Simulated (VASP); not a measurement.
# CsSi2N3 (P-6m2) in VASP: single point with PBE

Aim: the single point of CsSi2N3 with PBE.

Program: VASP 6.6.1. These are calculated values, not measurements. Logs are shortened: lines on timing, memory, paths and dates and some standing lists are left out, and cuts for length are marked.

## 1. The cell of the first run

Symmetry: P-6m2, No. 187, hexagonal system. The conventional cell has a = 5.902 Å, b = 5.902 Å, c = 4.384 Å, α = 90.00°, β = 90.00°, γ = 120.00°. Cs (site symmetry -6m2) has 6 N at 3.04 Å and 3 Si at 3.41 Å within 4.0 Å. Within 2.9 Å of Si (site symmetry -6m2) lie 2 Si at 2.19 Å and 6 N at 2.55 Å. Within 1.7 Å of Si (site symmetry -6m2) lie 3 N at 1.31 Å. N (site symmetry mm2) has 1 Si at 1.31 Å within 1.7 Å.

## 2. Single point, PBE

Input file INCAR:

```
ALGO = Normal
EDIFF = 1E-7
ENCUT = 520
GGA = PE
ISIF = 2
ISMEAR = 0
LASPH = True
LCHARG = False
LREAL = False
LWAVE = False
NBANDS = 25
NELM = 80
PREC = Accurate
SIGMA = 0.1
```

Input file KPOINTS:

```
k-points
0
Gamma
  3 3 4
```

Input file POSCAR:

```
CsSi2N3
1.0
    5.9022757800      0.0000000000      0.0000000000
   -2.9511378900      5.1115207600      0.0000000000
    0.0000000000      0.0000000000      4.3839806100
Cs Si N
1 2 3
Direct
    0.6666666700      0.3333333300      0.0000000000
    0.0000000000      0.0000000000      0.0000000000
    0.0000000000      0.0000000000      0.5000000000
    0.8722807800      0.1277192200      0.5000000000
    0.8722807800      0.7445615600      0.5000000000
    0.2554384400      0.1277192200      0.5000000000
```

Potentials or basis: VASP PAW PBE potentials, release 64 (Cs_sv, Si, N).

Launch:

```console
cat potpaw_PBE.64/Cs_sv/POTCAR potpaw_PBE.64/Si/POTCAR potpaw_PBE.64/N/POTCAR > POTCAR
mpirun -np 1 vasp_std > vasp.out
```

OUTCAR:

```text
EDIFF = 1E-7
   ENCUT = 520
   GGA = PE
   ISIF = 2
   ISMEAR = 0
   LASPH = True
   LREAL = False
   NELM = 80
   PREC = Accurate

 ion  position               nearest neighbor table
   1  0.667  0.333  0.000-
   2  0.000  0.000  0.000-   3 2.19   3 2.19
   3  0.000  0.000  0.500-   5 1.31   6 1.31   4 1.31   2 2.19   2 2.19
   4  0.872  0.128  0.500-   3 1.31
   5  0.872  0.745  0.500-   3 1.31
   6  0.255  0.128  0.500-   3 1.31

  LATTYP: Found a hexagonal cell.
 ALAT       =     5.9022757800
 C/A-ratio  =     0.7427610592

  Lattice vectors:

 A1 = (   5.9022757800,   0.0000000000,   0.0000000000)
 A2 = (  -2.9511378900,   5.1115207600,   0.0000000000)
 A3 = (   0.0000000000,   0.0000000000,   4.3839806100)

Analysis of symmetry for initial positions (statically):
=====================================================================
 Subroutine PRICEL returns:
 Original cell was already a primitive cell.

 Routine SETGRP: Setting up the symmetry group for a
 hexagonal supercell.

 Subroutine GETGRP returns: Found 12 space group operations
 (whereof 12 operations were pure point group operations)
 out of a pool of 24 trial point group operations.

The static configuration has the point symmetry D_3h.

Analysis of symmetry for dynamics (positions and initial velocities):
=====================================================================
 Subroutine PRICEL returns:
 Original cell was already a primitive cell.

 Routine SETGRP: Setting up the symmetry group for a
 hexagonal supercell.

 Subroutine GETGRP returns: Found 12 space group operations
 (whereof 12 operations were pure point group operations)
 out of a pool of 24 trial point group operations.

The dynamic configuration has the point symmetry D_3h.

 Subroutine INISYM returns: Found 12 space group operations
 (whereof 12 operations are pure point group operations),
 and found     1 'primitive' translations

----------------------------------------------------------------------------------------

                                     Primitive cell

  volume of cell :     132.2630

  direct lattice vectors                    reciprocal lattice vectors
     5.902275780  0.000000000  0.000000000     0.169426173  0.097818247  0.000000000
    -2.951137890  5.111520760  0.000000000     0.000000000  0.195636494  0.000000000
     0.000000000  0.000000000  4.383980610     0.000000000  0.000000000  0.228103199

  length of vectors
     5.902275780  5.902275775  4.383980610     0.195636494  0.195636494  0.228103199

  position of ions in fractional coordinates (direct lattice)
     0.666666670  0.333333330  0.000000000
     0.000000000  0.000000000  0.000000000
     0.000000000  0.000000000  0.500000000
     0.872280780  0.127719220  0.500000000
     0.872280780  0.744561560  0.500000000
     0.255438440  0.127719220  0.500000000

  ion indices of the primitive-cell ions
   primitive index   ion index
                 1           1
                 2           2
                 3           3
                 4           4
                 5           5
                 6           6

----------------------------------------------------------------------------------------

 KPOINTS: k-points

Automatic generation of k-mesh.
 Grid dimensions read from file:
 generate k-points for:    3    3    4

 Generating k-lattice:

  Cartesian coordinates                     Fractional coordinates (reciprocal lattice)
     0.056475391  0.032606082  0.000000000     0.333333333 -0.000000000  0.000000000
     0.000000000  0.065212165  0.000000000     0.000000000  0.333333333  0.000000000
     0.000000000  0.000000000  0.057025800     0.000000000  0.000000000  0.250000000

  Length of vectors
     0.065212165  0.065212165  0.057025800

  Shift w.r.t. Gamma in fractional coordinates (k-lattice)
     0.000000000  0.000000000  0.000000000

 Subroutine IBZKPT returns following result:
 ===========================================

 Found      9 irreducible k-points:

 Following reciprocal coordinates:
            Coordinates               Weight
  0.000000  0.000000  0.000000      1.000000
  0.333333 -0.000000  0.000000      6.000000
  0.333333  0.333333  0.000000      2.000000
  0.000000  0.000000  0.250000      2.000000
  0.333333 -0.000000  0.250000     12.000000
  0.333333  0.333333  0.250000      4.000000
  0.000000  0.000000  0.500000      1.000000
  0.333333 -0.000000  0.500000      6.000000
  0.333333  0.333333  0.500000      2.000000
   k-points           NKPTS =      9   k-points in BZ     NKDIM =      9   number of bands    NBANDS=     25
   number of dos      NEDOS =    301   number of ions     NIONS =      6
   total plane-waves  NPLWV =  82944
   dimension x,y,z NGX =    48 NGY =   48 NGZ =   36
   dimension x,y,z NGXF=    96 NGYF=   96 NGZF=   72
   ions per type =               1   2   3
   NGX,Y,Z   is equivalent  to a cutoff of  13.52, 13.52, 13.65 a.u.
   NGXF,Y,Z  is equivalent  to a cutoff of  27.04, 27.04, 27.30 a.u.
 SYSTEM =  unknown system
   PREC   = accura    normal or accurate (medium, high low for compatibility)
   ISTART =      0    job   : 0-new  1-cont  2-samecut
   ICHARG =      2    charge: 1-file 2-atom 10-const
   ISPIN  =      1    spin polarized calculation?
   LNONCOLLINEAR =      F non collinear calculations
   LSORBIT =      F    spin-orbit coupling
   LASPH  =      T    aspherical Exc in radial PAW
   ENCUT  =  520.0 eV  38.22 Ry    6.18 a.u.  10.97 10.97  8.15*2*pi/ulx,y,z
   NELM   =     80;   NELMIN=  2; NELMDL= -5     # of ELM steps
   EDIFF  = 0.1E-06   stopping-criterion for ELM
   LREAL  =      F    real-space projection
   EDIFFG = 0.1E-05   stopping-criterion for IOM
   NSW    =      0    number of steps for IOM
   IBRION =     -1    ionic relax: 0-MD 1-quasi-New 2-CG
   NFREE  =      0    steps in history (QN), initial steepest desc. (CG)
   ISIF   =      2    stress and relaxation
   ISYM   =      2    0-nonsym 1-usesym 2-fastsym
   POTIM  = 0.5000    time-step for ionic-motion
   TEBEG  =    0.0;   TEEND  =   0.0 temperature during run
   PSTRESS=    0.0 pullay stress
   NELECT =      32.0000    total number of electrons
   NUPDOWN=      -1.0000    fix difference up-down
   EMIN   =  10.00;   EMAX   =-10.00  energy-range for DOS
   EFERMI =   0.00;   METHOD = LEGACY
   ISMEAR =     0;   SIGMA  =   0.10  broadening in eV -4-tet -1-fermi 0-gaus
   EFERMI_NEDOS =   21; number of points for ismear=-14 and -15
   IALGO  =     38    algorithm
   IMIX   =      4    mixing-type and parameters
     AMIX     =   0.40;   BMIX     =  1.00
     AMIX_MAG =   1.60;   BMIX_MAG =  1.00
  volume/ion in A,a.u.               =      22.04       148.76
  Fermi-wavevector in a.u.,A,eV,Ry     =   1.020106  1.927721 14.158450  1.040617
  Thomas-Fermi vector in A             =   2.153657
   LORBIT       =      0    0 simple, 1 ext, 2 COOP (PROOUT), +10 PAW based schemes
   GGA     = PE    functional components
   LHFCALC =     F    Hartree Fock is set to
   AEXX    =    0.0000 exact exchange contribution
   IVDW    =     0    specifies the selected vdW correction
   LEPSILON=     F    determine dielectric tensor
   LRPA    =     F    only Hartree local field effects (RPA)
 non-spin polarized calculation
 Gauss-broadening in eV      SIGMA  =   0.10
  energy-cutoff  :      520.00
  volume of cell :      132.26
 maximum number of plane-waves:      3570
 NGX is ok and might be reduce to    48
   NGX = 21   NGY = 21   NGZ = 17

 number of electron      31.9999996 magnetization

 Free energy of the ion-electron system (eV)
  ---------------------------------------------------
  ext. energy  EPLUGINS =         0.00000000
  ---------------------------------------------------
  free energy    TOTEN  =       -16.59018623 eV

  energy without entropy =      -16.59018617  energy(sigma->0) =      -16.59018620

 E-fermi :   1.3267     XC(G=0):  -7.8088

 val. band max:        0.9791605528   @ k =   0.3333   0.3333   0.5000
 cond. band min:       1.6662381438   @ k =   0.3333   0.3333   0.5000
 fundamental gap:      0.6870775910
 Fermi energy:         1.3267320594

 k-point     1 :       0.0000    0.0000    0.0000
  band No.  band energies     occupation
      1     -18.7114      2.00000
      2     -15.9820      2.00000
      3     -12.4887      2.00000
      4     -12.4887      2.00000
      5      -6.0128      2.00000
      6      -5.8464      2.00000
[... 17 lines left out ...]
     24       8.9079      0.00000
     25       9.6764      0.00000

 k-point     2 :       0.3333   -0.0000    0.0000
  band No.  band energies     occupation
      1     -18.6966      2.00000
      2     -16.0163      2.00000
      3     -12.4951      2.00000
      4     -12.4667      2.00000
      5      -6.2025      2.00000
      6      -5.8369      2.00000
[... 17 lines left out ...]
     24       9.2313      0.00000
     25       9.6218      0.00000

 k-point     3 :       0.3333    0.3333    0.0000
  band No.  band energies     occupation
      1     -18.6890      2.00000
      2     -16.0334      2.00000
      3     -12.5029      2.00000
      4     -12.4511      2.00000
      5      -6.2990      2.00000
      6      -5.8627      2.00000
[... 17 lines left out ...]
     24       9.0889      0.00000
     25       9.7434      0.00000

 k-point     4 :       0.0000    0.0000    0.2500
  band No.  band energies     occupation
      1     -18.6783      2.00000
      2     -15.9329      2.00000
      3     -12.4522      2.00000
      4     -12.4522      2.00000
      5      -7.6422      2.00000
      6      -5.9087      2.00000
[... 17 lines left out ...]
     24       8.8719      0.00000
     25       9.6755      0.00000
[... 57 lines left out ...]
 k-point     7 :       0.0000    0.0000    0.5000
  band No.  band energies     occupation
      1     -18.6445      2.00000
      2     -15.8819      2.00000
      3     -12.4147      2.00000
      4     -12.4147      2.00000
      5      -8.3575      2.00000
      6      -5.9845      2.00000
[... 17 lines left out ...]
     24       9.2102      0.00000
     25       9.4021      0.00000

 k-point     8 :       0.3333   -0.0000    0.5000
  band No.  band energies     occupation
      1     -18.6404      2.00000
      2     -15.8654      2.00000
      3     -12.4724      2.00000
      4     -12.4188      2.00000
      5      -8.5612      2.00000
      6      -6.0294      2.00000
[... 17 lines left out ...]
     24       8.2741      0.00000
     25       9.5595      0.00000

 k-point     9 :       0.3333    0.3333    0.5000
  band No.  band energies     occupation
      1     -18.6384      2.00000
      2     -15.8570      2.00000
      3     -12.4978      2.00000
      4     -12.4239      2.00000
      5      -8.6461      2.00000
      6      -6.0935      2.00000
[... 17 lines left out ...]
     24       8.8301      0.00000
     25       9.5605      0.00000

------------------------ aborting loop because EDIFF is reached ----------------------------------------

  FORCE on cell =-STRESS in cart. coord.  units (eV):
  Direction    XX          YY          ZZ          XY          YZ          ZX
  --------------------------------------------------------------------------------------
  -------------------------------------------------------------------------------------
  Total       66.9794549     66.9794548      6.6206850      0.0000000      0.0000000      0.0000000
  in kB      811.3606476    811.3606458     80.2001645      0.0000000      0.0000000      0.0000000
  external PRESSURE =     567.6404859 kB  Pullay stress =       0.0000000 kB

 VOLUME and BASIS-vectors are now :
 -----------------------------------------------------------------------------
  energy-cutoff  :      520.00
  volume of cell :      132.26
      direct lattice vectors                 reciprocal lattice vectors
     5.902275780  0.000000000  0.000000000     0.169426173  0.097818247  0.000000000
    -2.951137890  5.111520760  0.000000000     0.000000000  0.195636494  0.000000000
     0.000000000  0.000000000  4.383980610     0.000000000  0.000000000  0.228103199

 POSITION                                       TOTAL-FORCE (eV/Angst)
 -----------------------------------------------------------------------------------
      2.95114      1.70384      0.00000        -0.000000      0.000000      0.000000
      0.00000      0.00000      0.00000        -0.000000      0.000000      0.000000
      0.00000      0.00000      2.19199        -0.000000      0.000000      0.000000
      4.77152      0.65284      2.19199       -27.174313     15.689097     -0.000000
      2.95114      3.80584      2.19199         0.000000    -31.378194      0.000000
      1.13075      0.65284      2.19199        27.174313     15.689097     -0.000000
 -----------------------------------------------------------------------------------
    total drift:                               -0.000016      0.000009     -0.000000

  FREE ENERGIE OF THE ION-ELECTRON SYSTEM (eV)
  ---------------------------------------------------
  free  energy   TOTEN  =       -16.5901862292 eV

  energy  without entropy=      -16.5901861660  energy(sigma->0) =      -16.59018620
```

Wall time 42 s (1 thread of AMD EPYC 7R13 (Zen 3), shared host); peak memory 0.24 GiB.

What came out:

- Free energy: -16.5902 eV
- Pressure: 56.8 GPa
- Largest force: 31.378 eV/Å
- Band gap on the k mesh: 0.69 eV, direct

Forces in eV/Å, atoms in the order of the input:
```
Cs    0.000   0.000   0.000
Si    0.000   0.000   0.000
Si    0.000   0.000   0.000
N   -27.174  15.689   0.000
N     0.000 -31.378   0.000
N    27.174  15.689   0.000
```

Stress tensor (GPa, compression positive):
```
81.14  0.00  0.00
 0.00 81.14  0.00
 0.00  0.00  8.02
```

Levels at points of the mesh, in eV from the valence-band top:
```csv
k point,band 14,band 15,band 16,band 17,band 18,band 19
"(0.00, 0.00, 0.00)",-2.03,-0.47,-0.47,1.09,1.09,1.20
"(0.00, 0.00, 0.50)",-0.61,-0.61,-0.05,0.91,1.23,2.67
```

Caveat: spin-orbit coupling is left out, which moves the levels of the heavy elements; forces of over 1 eV/Å act on the atoms, so gaps and moduli don't describe the material at rest. A k mesh can miss the band edges.
